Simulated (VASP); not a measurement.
# MgO (R-3m) in VASP: further runs

MgO is run at these levels: PBEsol; tasks: single point.

Program: VASP 6.6.1. These are calculated values, not measurements. Logs are shortened: lines on timing, memory, paths and dates and some standing lists are left out, and cuts for length are marked.

## (1) The cell of the first run

The structure is trigonal, space group R-3m (No. 166). Conventional cell: a = 3.533 Å, b = 3.533 Å, c = 5.193 Å, α = 90.00°, β = 90.00°, γ = 120.00°. Within 2.9 Å of Mg (site symmetry -3m) lie 8 O at 2.22 to 2.60 Å and 6 Mg at 2.68 Å. O (site symmetry -3m) has 8 Mg at 2.22 to 2.60 Å and 6 O at 2.68 Å within 2.9 Å.

## (2) Single point, PBEsol

INCAR reads:

```
PREC     = Accurate       # precision mode
ENCUT    = 520            # plane-wave cutoff, eV
EDIFF    = 1E-6           # SCF threshold, eV
ISMEAR   = 0              # smearing method
SIGMA    = 0.05           # smearing width, eV
LREAL    = False          # projectors in reciprocal space
LASPH    = True           # aspherical terms in the spheres
NELM     = 80             # most SCF steps
ALGO     = Normal         # electronic algorithm
ISIF     = 2              # what is computed and relaxed
LWAVE    = False          # write WAVECAR
LCHARG   = True           # write CHGCAR
GGA      = PS             # functional
LELF     = True           # ELF
LVHAR    = True         
NBANDS   = 11             # bands
```

KPOINTS reads:

```
Automatic mesh
0
Gamma
  10 10 10
```

POSCAR reads:

```
MgO
1.0
   -0.6662000203      1.8320500557      1.8320500557
    1.8320500557     -0.6662000203      1.8320500557
    1.8320500557      1.8320500557     -0.6662000203
Mg O
1 1
Direct
    0.0000000000      0.0000000000      0.0000000000
    0.5000000000      0.5000000000      0.5000000000
```

Potentials or basis: VASP PAW PBE potentials, release 64 (Mg, O).

Launch:

```
$ cat potpaw_PBE.64/Mg/POTCAR potpaw_PBE.64/O/POTCAR > POTCAR
$ mpirun -np 1 vasp_std > vasp.out
```

OUTCAR:

```text
PREC = Accurate
   ENCUT = 520
   EDIFF = 1E-6
   ISMEAR = 0
   LREAL = False
   LASPH = True
   NELM = 80
   ISIF = 2
   GGA = PS

 ion  position               nearest neighbor table
   1  0.000  0.000  0.000-   2 2.22   2 2.22   2 2.22   2 2.22   2 2.22   2 2.22   2 2.60   2 2.60

   2  0.500  0.500  0.500-   1 2.22   1 2.22   1 2.22   1 2.22   1 2.22   1 2.22   1 2.60   1 2.60

  LATTYP: Found a trigonal (rhomboedric) cell.
 ALAT       =     2.6751892046
 COS(alpha) =     0.1279069767

  Lattice vectors:

 A1 = (  -0.6662000203,   1.8320500557,   1.8320500557)
 A2 = (   1.8320500557,  -0.6662000203,   1.8320500557)
 A3 = (   1.8320500557,   1.8320500557,  -0.6662000203)

Analysis of symmetry for initial positions (statically):
=====================================================================
 Subroutine PRICEL returns:
 Original cell was already a primitive cell.

 Routine SETGRP: Setting up the symmetry group for a
 trigonal (rhombohedral) supercell.

 Subroutine GETGRP returns: Found 12 space group operations
 (whereof 12 operations were pure point group operations)
 out of a pool of 12 trial point group operations.

The static configuration has the point symmetry D_3d.

Analysis of symmetry for dynamics (positions and initial velocities):
=====================================================================
 Subroutine PRICEL returns:
 Original cell was already a primitive cell.

 Routine SETGRP: Setting up the symmetry group for a
 trigonal (rhombohedral) supercell.

 Subroutine GETGRP returns: Found 12 space group operations
 (whereof 12 operations were pure point group operations)
 out of a pool of 12 trial point group operations.

The dynamic configuration has the point symmetry D_3d.

 Subroutine INISYM returns: Found 12 space group operations
 (whereof 12 operations are pure point group operations),
 and found     1 'primitive' translations

----------------------------------------------------------------------------------------

                                     Primitive cell

  volume of cell :      18.7107

  direct lattice vectors                    reciprocal lattice vectors
    -0.666200020  1.832050056  1.832050056    -0.155664516  0.244615668  0.244615668
     1.832050056 -0.666200020  1.832050056     0.244615668 -0.155664516  0.244615668
     1.832050056  1.832050056 -0.666200020     0.244615668  0.244615668 -0.155664516

  length of vectors
     2.675189205  2.675189205  2.675189205     0.379348246  0.379348246  0.379348246

  position of ions in fractional coordinates (direct lattice)
     0.000000000  0.000000000  0.000000000
     0.500000000  0.500000000  0.500000000

  ion indices of the primitive-cell ions
   primitive index   ion index
                 1           1
                 2           2

----------------------------------------------------------------------------------------

 KPOINTS: Automatic mesh

Automatic generation of k-mesh.
 Grid dimensions read from file:
 generate k-points for:   10   10   10

 Generating k-lattice:

  Cartesian coordinates                     Fractional coordinates (reciprocal lattice)
    -0.015566452  0.024461567  0.024461567     0.100000000  0.000000000  0.000000000
     0.024461567 -0.015566452  0.024461567     0.000000000  0.100000000  0.000000000
     0.024461567  0.024461567 -0.015566452     0.000000000  0.000000000  0.100000000

  Length of vectors
     0.037934825  0.037934825  0.037934825

  Shift w.r.t. Gamma in fractional coordinates (k-lattice)
     0.000000000  0.000000000  0.000000000

 Subroutine IBZKPT returns following result:
 ===========================================

 Found    116 irreducible k-points:

 Following reciprocal coordinates:
            Coordinates               Weight
  0.000000  0.000000  0.000000      1.000000
  0.100000  0.000000  0.000000      6.000000
  0.200000  0.000000  0.000000      6.000000
  0.300000  0.000000 -0.000000      6.000000
  0.400000  0.000000 -0.000000      6.000000
  0.500000  0.000000  0.000000      3.000000
[... 16 lines left out ...]
  0.300000  0.300000 -0.000000      6.000000
  0.400000  0.300000 -0.000000     12.000000
 [... further k-points ...]
   k-points           NKPTS =    116   k-points in BZ     NKDIM =    116   number of bands    NBANDS=     11
   number of dos      NEDOS =    301   number of ions     NIONS =      2
   total plane-waves  NPLWV =   8000
   dimension x,y,z NGX =    20 NGY =   20 NGZ =   20
   dimension x,y,z NGXF=    40 NGYF=   40 NGZF=   40
   ions per type =               1   1
   NGX,Y,Z   is equivalent  to a cutoff of  12.43, 12.43, 12.43 a.u.
   NGXF,Y,Z  is equivalent  to a cutoff of  24.86, 24.86, 24.86 a.u.
 SYSTEM =  unknown system
   PREC   = accura    normal or accurate (medium, high low for compatibility)
   ISTART =      0    job   : 0-new  1-cont  2-samecut
   ICHARG =      2    charge: 1-file 2-atom 10-const
   ISPIN  =      1    spin polarized calculation?
   LNONCOLLINEAR =      F non collinear calculations
   LSORBIT =      F    spin-orbit coupling
   LASPH  =      T    aspherical Exc in radial PAW
   ENCUT  =  520.0 eV  38.22 Ry    6.18 a.u.   4.97  4.97  4.97*2*pi/ulx,y,z
   NELM   =     80;   NELMIN=  2; NELMDL= -5     # of ELM steps
   EDIFF  = 0.1E-05   stopping-criterion for ELM
   LREAL  =      F    real-space projection
   EDIFFG = 0.1E-04   stopping-criterion for IOM
   NSW    =      0    number of steps for IOM
   IBRION =     -1    ionic relax: 0-MD 1-quasi-New 2-CG
   NFREE  =      0    steps in history (QN), initial steepest desc. (CG)
   ISIF   =      2    stress and relaxation
   ISYM   =      2    0-nonsym 1-usesym 2-fastsym
   POTIM  = 0.5000    time-step for ionic-motion
   TEBEG  =    0.0;   TEEND  =   0.0 temperature during run
   PSTRESS=    0.0 pullay stress
   NELECT =       8.0000    total number of electrons
   NUPDOWN=      -1.0000    fix difference up-down
   EMIN   =  10.00;   EMAX   =-10.00  energy-range for DOS
   EFERMI =   0.00;   METHOD = LEGACY
   ISMEAR =     0;   SIGMA  =   0.05  broadening in eV -4-tet -1-fermi 0-gaus
   EFERMI_NEDOS =   21; number of points for ismear=-14 and -15
   IALGO  =     38    algorithm
   IMIX   =      4    mixing-type and parameters
     AMIX     =   0.40;   BMIX     =  1.00
     AMIX_MAG =   1.60;   BMIX_MAG =  1.00
  volume/ion in A,a.u.               =       9.36        63.13
  Fermi-wavevector in a.u.,A,eV,Ry     =   1.233318  2.330634 20.695468  1.521074
  Thomas-Fermi vector in A             =   2.368053
   LORBIT       =      0    0 simple, 1 ext, 2 COOP (PROOUT), +10 PAW based schemes
   GGA     = PS    functional components
   LHFCALC =     F    Hartree Fock is set to
   AEXX    =    0.0000 exact exchange contribution
   IVDW    =     0    specifies the selected vdW correction
   LEPSILON=     F    determine dielectric tensor
   LRPA    =     F    only Hartree local field effects (RPA)
 non-spin polarized calculation
 Gauss-broadening in eV      SIGMA  =   0.05
  energy-cutoff  :      520.00
  volume of cell :       18.71
 maximum number of plane-waves:       528
   NGX =  9   NGY =  9   NGZ =  9

 number of electron       7.9999997 magnetization

 Free energy of the ion-electron system (eV)
  ---------------------------------------------------
  ext. energy  EPLUGINS =         0.00000000
  ---------------------------------------------------
  free energy    TOTEN  =       -11.20328283 eV

  energy without entropy =      -11.20328283  energy(sigma->0) =      -11.20328283

 E-fermi :   4.6557     XC(G=0): -11.3851

 val. band max:        4.3596954264   @ k =   0.5000   0.5000  -0.0000
 cond. band min:       6.9727372634   @ k =   0.0000   0.0000   0.0000
 fundamental gap:      2.6130418370
 Fermi energy:         4.6556611137

 k-point     1 :       0.0000    0.0000    0.0000
  band No.  band energies     occupation
      1     -13.6978      2.00000
      2       3.3200      2.00000
      3       3.3200      2.00000
      4       4.1825      2.00000
      5       6.9727      0.00000
      6      15.2048      0.00000
      7      15.2048      0.00000
      8      22.7320      0.00000
      9      25.4905      0.00000
     10      25.4905      0.00000
     11      28.8171      0.00000

 k-point     2 :       0.1000    0.0000    0.0000
  band No.  band energies     occupation
      1     -13.6016      2.00000
      2       2.6468      2.00000
      3       3.3416      2.00000
      4       4.0576      2.00000
      5       7.5998      0.00000
      6      15.2899      0.00000
      7      15.4220      0.00000
      8      22.9299      0.00000
      9      24.8961      0.00000
     10      25.5181      0.00000
     11      28.7366      0.00000

 k-point     3 :       0.2000    0.0000    0.0000
  band No.  band energies     occupation
      1     -13.3359      2.00000
      2       1.1620      2.00000
      3       3.3993      2.00000
      4       4.0703      2.00000
      5       8.7041      0.00000
      6      15.2768      0.00000
      7      16.0627      0.00000
      8      23.4084      0.00000
      9      23.6237      0.00000
     10      25.9376      0.00000
     11      28.2993      0.00000

 k-point     4 :       0.3000    0.0000   -0.0000
  band No.  band energies     occupation
      1     -12.9743      2.00000
      2      -0.3075      2.00000
      3       3.4731      2.00000
      4       4.1541      2.00000
      5       9.8141      0.00000
      6      14.8735      0.00000
      7      17.0877      0.00000
      8      22.3133      0.00000
      9      23.5513      0.00000
     10      27.0067      0.00000
     11      27.0143      0.00000
[... 239 lines left out ...]
 k-point    22 :      -0.2000    0.2000    0.0000
  band No.  band energies     occupation
      1     -12.9537      2.00000
      2       0.7525      2.00000
      3       1.9918      2.00000
      4       3.9162      2.00000
      5      10.2825      0.00000
      6      15.3671      0.00000
      7      16.2292      0.00000
      8      23.6828      0.00000
      9      23.7694      0.00000
     10      25.1200      0.00000
     11      28.8002      0.00000

 k-point    23 :       0.3000    0.3000   -0.0000
  band No.  band energies     occupation
      1     -12.4514      2.00000
      2       0.3514      2.00000
      3       1.2232      2.00000
      4       4.0795      2.00000
      5      11.1938      0.00000
      6      13.5411      0.00000
      7      17.2457      0.00000
      8      19.9712      0.00000
      9      24.8165      0.00000
     10      24.9955      0.00000
     11      25.9442      0.00000

 k-point    24 :       0.4000    0.3000   -0.0000
  band No.  band energies     occupation
      1     -12.1748      2.00000
      2      -0.3211      2.00000
      3       1.2038      2.00000
      4       4.1762      2.00000
      5      11.2077      0.00000
      6      13.6051      0.00000
      7      17.3251      0.00000
      8      19.2990      0.00000
      9      24.1872      0.00000
     10      25.6591      0.00000
     11      26.3729      0.00000

 [... further k-points ...]
[... 5 lines left out ...]
  --------------------------------------------------------------------------------------
  -------------------------------------------------------------------------------------
  Total       -0.2852830     -0.2852830     -0.2852830      1.0239821      1.0239821      1.0239821
  in kB      -24.4285369    -24.4285369    -24.4285369     87.6827126     87.6827126     87.6827126
  external PRESSURE =     -24.4285369 kB  Pullay stress =       0.0000000 kB

 VOLUME and BASIS-vectors are now :
 -----------------------------------------------------------------------------
  energy-cutoff  :      520.00
  volume of cell :       18.71
      direct lattice vectors                 reciprocal lattice vectors
    -0.666200020  1.832050056  1.832050056    -0.155664516  0.244615668  0.244615668
     1.832050056 -0.666200020  1.832050056     0.244615668 -0.155664516  0.244615668
     1.832050056  1.832050056 -0.666200020     0.244615668  0.244615668 -0.155664516

 POSITION                                       TOTAL-FORCE (eV/Angst)
 -----------------------------------------------------------------------------------
      0.00000      0.00000      0.00000        -0.000000      0.000000     -0.000000
      1.49895      1.49895      1.49895         0.000000     -0.000000      0.000000
 -----------------------------------------------------------------------------------
    total drift:                                0.000000     -0.000000      0.000000

  FREE ENERGIE OF THE ION-ELECTRON SYSTEM (eV)
  ---------------------------------------------------
  free  energy   TOTEN  =       -11.2032828293 eV

  energy  without entropy=      -11.2032828293  energy(sigma->0) =      -11.20328283
```

Wall time 7.4 s (1 thread of Intel Xeon 6975P-C (Granite Rapids), shared host); peak memory 0.14 GiB.

Results:

* Free energy: -11.2033 eV
* Pressure: -2.4 GPa
* Band gap on the k mesh: 2.61 eV, indirect (least direct gap 2.79 eV)

Levels at points of the mesh, in eV from the valence-band top:
| k point | band 1 | band 2 | band 3 | band 4 | band 5 | band 6 | band 7 | band 8 | band 9 |
| --- | --- | --- | --- | --- | --- | --- | --- | --- | --- |
| (0.00, 0.00, 0.00) | -18.06 | -1.04 | -1.04 | -0.18 | 2.61 | 10.85 | 10.85 | 18.37 | 21.13 |
| (0.50, 0.00, 0.00) | -16.87 | -6.11 | -0.80 | -0.09 | 6.91 | 9.49 | 15.10 | 15.92 | 18.88 |
| (0.50, 0.50, 0.00) | -16.10 | -4.71 | -3.95 | 0.00 | 5.32 | 11.29 | 12.56 | 13.34 | 19.48 |
| (0.50, 0.50, 0.50) | -15.37 | -3.80 | -3.05 | -3.05 | 5.86 | 8.97 | 8.97 | 16.31 | 16.51 |

Caveat: the PAW data sets were made with another functional, which shifts forces and pressure a little. A k mesh can miss the band edges.

## (3) Single point, PBEsol

This run uses another cell than the first one, of the same volume but with other edges.

INCAR reads:

```
SYSTEM = MgO
  PREC = Accurate
  ENCUT = 520
  EDIFF = 1E-6
  ISMEAR = 0
  SIGMA = 0.05
  LREAL = .False.
  LASPH = .True.
  NELM = 60
  ALGO = Normal
  ISIF = 2
  LWAVE = .False.
  LCHARG = .False.
  GGA = PS
  NBANDS = 11
```

KPOINTS reads:

```
Automatic mesh
0
Gamma
  10 10 10
  0 0 0
```

POSCAR reads:

```
MgO
1.0
   -0.2224402379      2.0019621410      2.0019621410
    2.0019621410     -0.2224402379      2.0019621410
    2.0019621410      2.0019621410     -0.2224402379
Mg O
1 1
Direct
    0.0000000000      0.0000000000      0.0000000000
    0.5000000000      0.5000000000      0.5000000000
```

Potentials or basis: VASP PAW PBE potentials, release 64 (Mg, O).

Launch:

```
$ cat potpaw_PBE.64/Mg/POTCAR potpaw_PBE.64/O/POTCAR > POTCAR
$ mpirun -np 1 vasp_std > vasp.out
```

Wall time 7.4 s (1 thread of Intel Xeon 6975P-C (Granite Rapids), shared host); peak memory 0.15 GiB.

It converged, with:

| Property | Result |
| --- | --- |
| Free energy | -12.2643 eV |
| Pressure | -0.4 GPa |
| Band gap on the k mesh | 3.68 eV, direct |

Stress tensor (GPa, compression positive):
```
-0.42 11.68 11.68
11.68 -0.42 11.68
11.68 11.68 -0.42
```

Levels at points of the mesh, in eV from the valence-band top:
```tsv
k point	band 2	band 3	band 4	band 5	band 6	band 7
(0.00, 0.00, 0.00)	-0.94	-0.94	0.00	3.68	13.42	13.42
(0.50, 0.00, 0.00)	-5.53	-1.36	-0.65	7.21	11.03	15.30
(0.50, 0.50, 0.00)	-4.77	-2.64	-1.29	7.42	10.08	11.94
(0.50, 0.50, 0.50)	-4.76	-1.95	-1.95	6.16	13.25	13.25
```

Caveat: the PAW data sets were made with another functional, which shifts forces and pressure a little.

## (4) Single point, PBEsol

This run uses another cell than the first one, of the same volume but with other edges.

INCAR reads:

```
ALGO = Normal
EDIFF = 1E-6
ENCUT = 520
GGA = PS
ISIF = 2
ISMEAR = 0
LASPH = T
LCHARG = F
LREAL = F
LWAVE = F
NBANDS = 11
NELM = 80
PREC = Accurate
SIGMA = 0.05
```

KPOINTS reads:

```
k-points
0
Gamma
  10 10 10
```

POSCAR reads:

```
MgO
1.0
    0.2643816532      2.2472440526      2.2472440526
    2.2472440526      0.2643816532      2.2472440526
    2.2472440526      2.2472440526      0.2643816532
Mg O
1 1
Direct
    0.0000000000      0.0000000000      0.0000000000
    0.5000000000      0.5000000000      0.5000000000
```

Launch:

```
$ cat potpaw_PBE.64/Mg/POTCAR potpaw_PBE.64/O/POTCAR > POTCAR
$ mpirun -np 1 vasp_std > vasp.out
```

Run time: 7.5 s. Hardware: 1 thread of Intel Xeon 6975P-C (Granite Rapids), shared host; peak memory 0.15 GiB.

It converged, with:

```yaml
Free_energy: -12.0712 eV
Pressure: 0.3 GPa
Band_gap_on_the_k_mesh: 3.25 eV, direct
```

Stress tensor (GPa, compression positive):
```
  0.28 -22.15 -22.15
-22.15   0.28 -22.15
-22.15 -22.15   0.28
```

Levels at points of the mesh, in eV from the valence-band top:
```tsv
k point	band 2	band 3	band 4	band 5	band 6	band 7
(0.00, 0.00, 0.00)	-1.68	0.00	0.00	3.25	12.73	16.71
(0.50, 0.00, 0.00)	-5.07	-1.98	-0.87	6.24	11.83	14.26
(0.50, 0.50, 0.00)	-4.73	-2.62	-1.18	7.19	10.33	11.45
(0.50, 0.50, 0.50)	-6.02	-0.38	-0.38	8.46	9.67	18.23
```

Caveat: the PAW data sets were made with another functional, which shifts forces and pressure a little.

(Continued in part 2 of 2.)
